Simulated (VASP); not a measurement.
# Ba2Te2H (P-4m2) in VASP: further runs, part 2 of 2

VASP 6.6.1. The steps go on from the part before.

## Step 4: Single point, PBE (atoms taken out)

INCAR reads:

```
  PREC = Accurate
  ENCUT = 520
  EDIFF = 1E-6
  ISMEAR = 0
  SIGMA = 0.1
  LREAL = F
  LASPH = T
  NELM = 60
  ALGO = Normal
  ISIF = 2
  LWAVE = F
  LCHARG = T
  GGA = PE
  LELF = T
  LVHAR = T
  NBANDS = 24
```

KPOINTS reads:

```
regular mesh
0
Gamma
  4 4 4
```

POSCAR reads:

```
Ba2Te2H
1.0
    6.2339330581      0.0000000000      0.0000000000
    0.0000000000      6.2339330581      0.0000000000
    0.0000000000      0.0000000000      5.0932116389
Ba Te H
2 2 1
Direct
    0.5000000000      0.0000000000      0.7728580008
    0.0000000000      0.5000000000      0.2271419992
    0.0000000000      0.0000000000      0.5000000000
    0.5000000000      0.5000000000      0.0000000000
    0.0000000000      0.0000000000      0.0000000000
```

Command:

```console
$ cat potpaw_PBE.64/Ba_sv/POTCAR potpaw_PBE.64/Te/POTCAR potpaw_PBE.64/H/POTCAR > POTCAR
$ mpirun -np 1 vasp_std > vasp.out
```

Run time: 51 s. Hardware: 1 thread of AMD EPYC 9R45 (Zen 5), shared host; peak memory 0.3 GiB.

It converged, with:

| Item | Value |
| --- | --- |
| Free energy | -18.2040 eV |
| Pressure | 0.4 GPa |
| Largest force | 0.010 eV/Å |
| Band gap on the k mesh | zero (an odd number of electrons rules out a gap without spin polarisation) |

Forces on the atoms (eV/Å):
```
Ba   0.000  0.000 -0.010
Ba   0.000  0.000  0.010
Te   0.000  0.000  0.000
Te   0.000  0.000  0.000
H    0.000  0.000  0.000
```

Stress tensor (GPa, compression positive):
```
0.34 0.00 0.00
0.00 0.34 0.00
0.00 0.00 0.48
```

Levels at points of the mesh, in eV from the Fermi level:
| k point | band 13 | band 14 | band 15 | band 16 | band 17 | band 18 | band 19 | band 20 |
| --- | --- | --- | --- | --- | --- | --- | --- | --- |
| (0.00, 0.00, 0.00) | -2.61 | -2.49 | -2.23 | -2.23 | -2.07 | 0.46 | 0.66 | 1.26 |
| (0.50, 0.00, 0.00) | -2.64 | -2.57 | -2.43 | -2.20 | -1.92 | 0.95 | 0.95 | 1.46 |
| (0.50, 0.50, 0.00) | -2.62 | -2.47 | -2.47 | -2.10 | -1.60 | 0.98 | 0.98 | 0.99 |
| (0.00, 0.00, 0.50) | -2.72 | -2.72 | -2.43 | -2.43 | 1.56 | 1.89 | 1.97 | 2.98 |
| (0.50, 0.00, 0.50) | -2.79 | -2.71 | -2.55 | -2.37 | 1.51 | 1.56 | 1.65 | 1.90 |
| (0.50, 0.50, 0.50) | -3.00 | -2.76 | -2.76 | -2.56 | 1.09 | 1.09 | 1.32 | 1.76 |

Caveat: the cell differs from its parent crystal (atoms taken out); spin-orbit coupling is left out, which moves the levels of the heavy elements.

## Step 5: Single point, PBE (atoms taken out)

INCAR reads:

```
PREC = Accurate
ENCUT = 520
EDIFF = 1E-7
ISMEAR = 0
SIGMA = 0.1
LREAL = False
LASPH = True
NELM = 60
ALGO = Normal
ISIF = 2
LWAVE = False
LCHARG = False
GGA = PE
NBANDS = 24
```

KPOINTS reads:

```
regular mesh
0
Gamma
  6 6 8
```

POSCAR is that of step 4.

Command:

```console
$ cat potpaw_PBE.64/Ba_sv/POTCAR potpaw_PBE.64/Te/POTCAR potpaw_PBE.64/H/POTCAR > POTCAR
$ mpirun -np 1 vasp_std > vasp.out
```

Run time: 2.4 min. Hardware: 1 thread of AMD EPYC 9R45 (Zen 5), shared host; peak memory 0.42 GiB.

The run converged. Its results:

| Item | Value |
| --- | --- |
| Free energy | -18.3438 eV |
| Pressure | 0.3 GPa |
| Largest force | 0.003 eV/Å |
| Band gap on the k mesh | zero (an odd number of electrons rules out a gap without spin polarisation) |

Forces in eV/Å, atoms in the order of the input:
```
Ba   0.000  0.000 -0.003
Ba   0.000  0.000  0.003
Te   0.000  0.000  0.000
Te   0.000  0.000  0.000
H    0.000  0.000  0.000
```

Stress tensor (GPa, compression positive):
```
0.34 0.00 0.00
0.00 0.34 0.00
0.00 0.00 0.18
```

Levels at points of the mesh, in eV from the Fermi level:
```
           k point  band 12  band 13  band 14  band 15  band 16  band 17  band 18  band 19  band 20  band 21
(0.00, 0.00, 0.00)    -2.62    -2.62    -2.49    -2.25    -2.25    -2.08     0.45     0.64     1.25     2.65
(0.50, 0.00, 0.00)    -3.13    -2.65    -2.57    -2.45    -2.20    -1.95     0.93     0.94     1.44     1.76
(0.50, 0.50, 0.00)    -3.73    -2.62    -2.48    -2.48    -2.10    -1.63     0.96     0.96     0.97     3.14
(0.00, 0.00, 0.50)    -3.07    -2.72    -2.72    -2.45    -2.45     1.54     1.89     1.95     2.96     2.96
(0.50, 0.00, 0.50)    -3.20    -2.80    -2.73    -2.57    -2.38     1.50     1.55     1.63     1.88     2.03
(0.50, 0.50, 0.50)    -3.02    -3.02    -2.78    -2.78    -2.58     1.07     1.07     1.31     1.74     2.40
```

Caveat: the cell differs from its parent crystal (atoms taken out); spin-orbit coupling is left out, which moves the levels of the heavy elements.

## Step 6: Relaxation of cell and atoms, PBE (atoms taken out)

INCAR reads:

```
PREC = Accurate ; ENCUT = 600
EDIFF = 1E-6 ; ISMEAR = 0
SIGMA = 0.1 ; LREAL = False
LASPH = True ; NELM = 80
ALGO = Normal ; ISIF = 3
LWAVE = False ; LCHARG = False
GGA = PE ; IBRION = 2
NSW = 90 ; EDIFFG = -0.04
```

KPOINTS reads:

```
regular mesh
0
Gamma
  4 4 2
```

POSCAR reads:

```
Ba2Te2H
1.0
    5.6632202900      0.0000000000      0.0000000000
    0.0000000000      5.6632202900      0.0000000000
    0.0000000000      0.0000000000      8.0090029300
Ba Te H
2 2 1
Direct
    0.5000000000      0.0000000000      0.7500000000
    0.0000000000      0.5000000000      0.2500000000
    0.0000000000      0.0000000000      0.5000000000
    0.5000000000      0.5000000000      0.0000000000
    0.0000000000      0.0000000000      0.0000000000
```

Potentials or basis: VASP PAW PBE potentials, release 64 (Ba_sv, Te, H).

Command:

```console
$ cat potpaw_PBE.64/Ba_sv/POTCAR potpaw_PBE.64/Te/POTCAR potpaw_PBE.64/H/POTCAR > POTCAR
$ mpirun -np 1 vasp_std > vasp.out
```

Run time: 16 min. Hardware: 1 thread of AMD EPYC 9R45 (Zen 5), shared host; peak memory 0.45 GiB.

It converged, with:

| Item | Value |
| --- | --- |
| Free energy | -18.7760 eV |
| Relaxed volume | 39.32 Å³/atom |
| Relaxed cell | a = 6.272 Å, b = 6.272 Å, c = 4.997 Å, α = 90.00°, β = 90.00°, γ = 90.00° |
| Space group after relaxing (to 0.1 Å) | P-4m2 (No. 115) |
| Energy gained by relaxing | 262.6 meV/atom |
| Ionic steps | 34 |
| Pressure after relaxing | 0.0 GPa |
| Largest force after relaxing | 0.003 eV/Å |
| Band gap on the k mesh | zero (an odd number of electrons rules out a gap without spin polarisation) |

Forces in eV/Å, atoms in the order of the input:
```
Ba   0.000  0.000 -0.003
Ba   0.000  0.000  0.003
Te   0.000  0.000  0.000
Te   0.000  0.000  0.000
H    0.000  0.000  0.000
```

The path:
```csv
step,energy change (eV),largest force (eV/Å),pressure (GPa),volume (Å³)
1,0.0000,0.4376,-1.35,256.87
2,-0.1058,0.3771,-0.36,241.12
3,-0.1177,0.3426,0.16,234.54
4,-0.1344,0.2737,0.14,234.82
5,-0.1726,0.0810,0.11,235.59
6,-0.2134,0.2295,0.10,236.87
7,-0.2170,0.7190,0.10,238.32
8,-0.2321,0.4815,0.10,237.77
9,-0.2419,0.4922,0.06,238.03
10,-0.2730,0.5172,-0.07,238.76
11,-0.3430,0.5485,-0.37,239.94
12,-0.4977,0.5414,-1.07,241.19
13,-0.7273,0.3192,-2.57,238.87
14,-0.6726,0.4222,-1.98,240.67
15,-0.6967,0.3941,-2.16,240.28
16,-0.7294,0.3696,-2.27,238.85
17,-0.7927,0.2911,-2.57,234.05
18,-0.8536,0.2990,-2.37,229.84
19,-0.9992,0.3234,-1.64,217.50
20,-1.0765,0.3776,0.54,194.01
21,-1.0889,0.3602,-0.22,200.73
22,-1.0891,0.3623,-0.15,200.05
23,-1.0942,0.3619,-0.14,200.01
24,-1.1094,0.3585,-0.14,199.88
25,-1.1396,0.3507,-0.12,199.61
26,-1.1965,0.3191,-0.10,199.07
27,-1.2839,0.1877,-0.03,197.96
28,-1.2392,0.3044,0.35,195.67
29,-1.3097,0.0493,0.05,197.22
30,-1.3104,0.0157,0.07,197.06
31,-1.3035,0.0199,-0.51,199.49
32,-1.3122,0.0039,-0.12,197.83
33,-1.3115,0.0019,0.17,194.75
34,-1.3128,0.0032,-0.01,196.58
```

Final structure:
```
Ba Te H
1.0
     6.27179    0.00000    0.00000
     0.00000    6.27179    0.00000
     0.00000    0.00000    4.99748
Ba Te H
2 2 1
Direct
  0.50000 0.00000 0.77500
  0.00000 0.50000 0.22500
  0.00000 0.00000 0.50000
  0.50000 0.50000 0.00000
  0.00000 0.00000 0.00000
```

Levels at points of the mesh, in eV from the Fermi level:
```csv
k point,band 13,band 14,band 15,band 16,band 17,band 18,band 19,band 20
"(0.00, 0.00, 0.00)",-1.57,-1.30,-1.17,-1.17,-0.95,1.42,1.63,2.20
"(0.50, 0.00, 0.00)",-1.58,-1.41,-1.40,-1.06,-0.83,1.89,1.94,2.50
"(0.50, 0.50, 0.00)",-1.45,-1.45,-1.44,-0.95,-0.52,1.94,1.94,2.08
"(0.00, 0.00, 0.50)",-1.66,-1.66,-1.39,-1.39,2.55,2.99,3.30,3.89
"(0.50, 0.00, 0.50)",-1.73,-1.70,-1.52,-1.33,2.57,2.63,2.65,2.87
"(0.50, 0.50, 0.50)",-1.96,-1.71,-1.71,-1.58,2.11,2.11,2.50,2.80
```

Caveat: the k points lie up to 0.63 Å⁻¹ apart in the final cell, too coarse for converged energies and pressures of a metal; the cell differs from its parent crystal (atoms taken out); the volume moved by over 15 % at a fixed basis, so the end points are rough; spin-orbit coupling is left out, which moves the levels of the heavy elements.

## Step 7: Relaxation of cell and atoms, PBE (atoms taken out)

INCAR reads:

```
SYSTEM = Ba2Te2H
  PREC = Accurate
  ENCUT = 600
  EDIFF = 1E-6
  ISMEAR = 0
  SIGMA = 0.1
  LREAL = .FALSE.
  LASPH = .TRUE.
  NELM = 100
  ALGO = Normal
  ISIF = 3
  LWAVE = .FALSE.
  LCHARG = .FALSE.
  GGA = PE
  IBRION = 2
  NSW = 90
  EDIFFG = -0.04
```

KPOINTS reads:

```
Automatic mesh
0
G
  4 4 4
  0 0 0
```

POSCAR reads:

```
Ba2Te2H
1.0
    6.2374123011      0.0000000000      0.0000000000
    0.0000000000      6.2374123011      0.0000000000
    0.0000000000      0.0000000000      5.0164120816
Ba Te H
2 2 1
Direct
    0.5000000000      0.0000000000      0.7754126649
    0.0000000000      0.5000000000      0.2245873351
    0.0000000000      0.0000000000      0.5000000000
    0.5000000000      0.5000000000      0.0000000000
    0.0000000000      0.0000000000      0.0000000000
```

Potentials or basis: VASP PAW PBE potentials, release 64 (Ba_sv, Te, H).

Command:

```console
$ cat potpaw_PBE.64/Ba_sv/POTCAR potpaw_PBE.64/Te/POTCAR potpaw_PBE.64/H/POTCAR > POTCAR
$ mpirun -np 1 vasp_std > vasp.out
```

OUTCAR:

```text
SYSTEM = Ba2Te2H
   PREC = Accurate
   ENCUT = 600
   EDIFF = 1E-6
   ISMEAR = 0
   LREAL = .FALSE.
   LASPH = .TRUE.
   NELM = 100
   ISIF = 3
   GGA = PE
   IBRION = 2
   NSW = 90
   EDIFFG = -0.04

 ion  position               nearest neighbor table
   1  0.500  0.000  0.775-   4 3.32   4 3.32   3 3.41   3 3.41
   2  0.000  0.500  0.225-   4 3.32   4 3.32   3 3.41   3 3.41
   3  0.000  0.000  0.500-   1 3.41   2 3.41   2 3.41   1 3.41
   4  0.500  0.500  0.000-   1 3.32   2 3.32   1 3.32   2 3.32
   5  0.000  0.000  0.000-

  LATTYP: Found a simple tetragonal cell.
 ALAT       =     6.2374123011
 C/A-ratio  =     0.8042457095

  Lattice vectors:

[... 183 lines left out ...]
  FORCE on cell =-STRESS in cart. coord.  units (eV):
  Direction    XX          YY          ZZ          XY          YZ          ZX
  --------------------------------------------------------------------------------------
  -------------------------------------------------------------------------------------
  Total        0.5636960      0.5636960      1.0130853      0.0000000      0.0000000      0.0000000
  in kB        4.6275748      4.6275748      8.3167659      0.0000000      0.0000000      0.0000000
  external PRESSURE =       5.8573051 kB  Pullay stress =       0.0000000 kB
[... 143 lines left out ...]
--------------------------------------- Ionic step        5  -------------------------------------------

 number of electron      32.9999999 magnetization

 Free energy of the ion-electron system (eV)
  ---------------------------------------------------
  ext. energy  EPLUGINS =         0.00000000
  ---------------------------------------------------
  free energy    TOTEN  =       -18.21102219 eV

  energy without entropy =      -18.18354906  energy(sigma->0) =      -18.19728563

 E-fermi :   2.8635     XC(G=0):  -7.6337

 val. band max:        2.8598843278   @ k =   0.2500   0.0000   0.2500
 cond. band min:       2.8689840540   @ k =   0.5000   0.2500   0.2500
 fundamental gap:      0.0090997261
 Fermi energy:         2.8635371476

 k-point     1 :       0.0000    0.0000    0.0000
  band No.  band energies     occupation
      1     -25.9169      2.00000
      2     -25.9054      2.00000
      3     -11.2494      2.00000
      4     -11.1738      2.00000
      5     -11.1738      2.00000
      6     -11.1377      2.00000
[... 435 lines left out ...]
  FREE ENERGIE OF THE ION-ELECTRON SYSTEM (eV)
  ---------------------------------------------------
  free  energy   TOTEN  =       -18.2110221934 eV

  energy  without entropy=      -18.1835490572  energy(sigma->0) =      -18.19728563

 reached required accuracy - stopping structural energy minimisation
```

CONTCAR:

```text
Ba2Te2H
   1.00000000000000
     6.2417983784110227    0.0000000000000000    0.0000000000000000
     0.0000000000000000    6.2417983784110227    0.0000000000000000
     0.0000000000000000    0.0000000000000000    5.2158353337579104
  Ba              Te              H
     2     2     1
Direct
     0.5000000000000000    0.0000000000000000    0.7740713825844440
     0.0000000000000000    0.5000000000000000    0.2259286174155561
     0.0000000000000000    0.0000000000000000    0.5000000000000000
     0.5000000000000000    0.5000000000000000    0.0000000000000000
     0.0000000000000000    0.0000000000000000    0.0000000000000000

  0.00000000E+00  0.00000000E+00  0.00000000E+00
  0.00000000E+00  0.00000000E+00  0.00000000E+00
  0.00000000E+00  0.00000000E+00  0.00000000E+00
  0.00000000E+00  0.00000000E+00  0.00000000E+00
  0.00000000E+00  0.00000000E+00  0.00000000E+00
```

It took 2.3 min on 1 thread of AMD EPYC 9R45 (Zen 5), shared host; peak memory 0.35 GiB.

What came out:

```yaml
Free_energy: -18.2110 eV
Relaxed_volume: 40.64 Å³/atom
Relaxed_cell: a = 6.242 Å, b = 6.242 Å, c = 5.216 Å, α = 90.00°, β = 90.00°, γ = 90.00°
Space_group_after_relaxing_to_0.1_Å: P-4m2 (No. 115)
Energy_gained_by_relaxing: 3.7 meV/atom
Ionic_steps: 5
Pressure_after_relaxing: 0.0 GPa
Largest_force_after_relaxing: 0.007 eV/Å
Band_gap_on_the_k_mesh: zero (an odd number of electrons rules out a gap without spin polarisation)
```

Forces on the atoms (eV/Å):
```
Ba   0.000  0.000 -0.007
Ba   0.000  0.000  0.007
Te   0.000  0.000  0.000
Te   0.000  0.000  0.000
H    0.000  0.000  0.000
```

Step by step:
```
step  energy change (eV)  largest force (eV/Å)  pressure (GPa)  volume (Å³)
   1              0.0000                0.0347            0.59       195.17
   2             -0.0104                0.0215            0.11       199.22
   3             -0.0115                0.0150           -0.11       201.22
   4             -0.0159                0.0125           -0.08       201.88
   5             -0.0186                0.0075           -0.01       203.21
```

Final structure:
```xyz
5
Lattice="6.2418 0.0000 0.0000 0.0000 6.2418 0.0000 0.0000 0.0000 5.2158" Properties=species:S:1:pos:R:3 pbc="T T T"
Ba    3.1209    0.0000    4.0374
Ba    0.0000    3.1209    1.1784
Te    0.0000    0.0000    2.6079
Te    3.1209    3.1209    0.0000
H     0.0000    0.0000    0.0000
```

Levels at points of the mesh, in eV from the Fermi level:
```csv
k point,band 12,band 13,band 14,band 15,band 16,band 17,band 18,band 19,band 20
"(0.00, 0.00, 0.00)",-2.41,-2.41,-2.37,-2.05,-2.05,-1.92,0.68,0.92,1.49
"(0.50, 0.00, 0.00)",-2.92,-2.44,-2.40,-2.24,-2.03,-1.78,1.17,1.18,1.61
"(0.50, 0.50, 0.00)",-3.46,-2.47,-2.25,-2.25,-1.94,-1.46,1.14,1.22,1.22
"(0.00, 0.00, 0.50)",-2.81,-2.51,-2.51,-2.23,-2.23,1.75,1.75,2.17,3.20
"(0.50, 0.00, 0.50)",-2.95,-2.58,-2.51,-2.35,-2.15,1.50,1.77,1.83,2.10
"(0.50, 0.50, 0.50)",-2.79,-2.79,-2.56,-2.56,-2.30,1.29,1.29,1.29,1.91
```

Caveat: the cell differs from its parent crystal (atoms taken out); spin-orbit coupling is left out, which moves the levels of the heavy elements.

## Step 8: Overview

| task | cell | k mesh | cutoff (eV) | gap on the mesh (eV) | pressure (GPa) | relaxed volume (Å³/atom) | largest force (eV/Å) |
| --- | --- | --- | --- | --- | --- | --- | --- |
| single point | a = 6.237, b = 6.237, c = 5.016 Å, 5 atoms, atomic positions A | 4 × 4 × 2 | 520 | none | 0.3 | - | 0.01 |
| single point | a = 5.663, b = 5.663, c = 8.009 Å, 5 atoms, atomic positions B | 4 × 4 × 2 | 520 | none | -1.4 | - | 0.44 |
| single point | a = 6.234, b = 6.234, c = 5.093 Å, 5 atoms, atomic positions C | 4 × 4 × 4 | 520 | none | 0.4 | - | 0.01 |
| single point | a = 6.234, b = 6.234, c = 5.093 Å, 5 atoms, atomic positions C | 6 × 6 × 8 | 520 | none | 0.3 | - | - |
| relaxation of cell and atoms | relaxed from a = 5.663, b = 5.663, c = 8.009 Å, 5 atoms, atomic positions B | 4 × 4 × 2 | 600 | none | 0.0 | 39.32 | - |
| relaxation of cell and atoms | relaxed from a = 6.237, b = 6.237, c = 5.016 Å, 5 atoms, atomic positions A | 4 × 4 × 4 | 600 | none | 0.0 | 40.64 | 0.01 |

Alike in all rows: level PBE; potentials or basis VASP PAW PBE potentials, release 64 (Ba_sv, Te, H); no spin polarisation; smearing gaussian 0.1 eV.

Caveats: some runs use coarse meshes; spin-orbit coupling is left out, which moves the levels of the heavy elements; the volume moved by over 15 % at a fixed basis, so the end points are rough (at least some runs).

Absolute energies hang on the potentials; compare differences alone.

The gap in the log of VASP goes by the Fermi energy; the results here count the filled bands.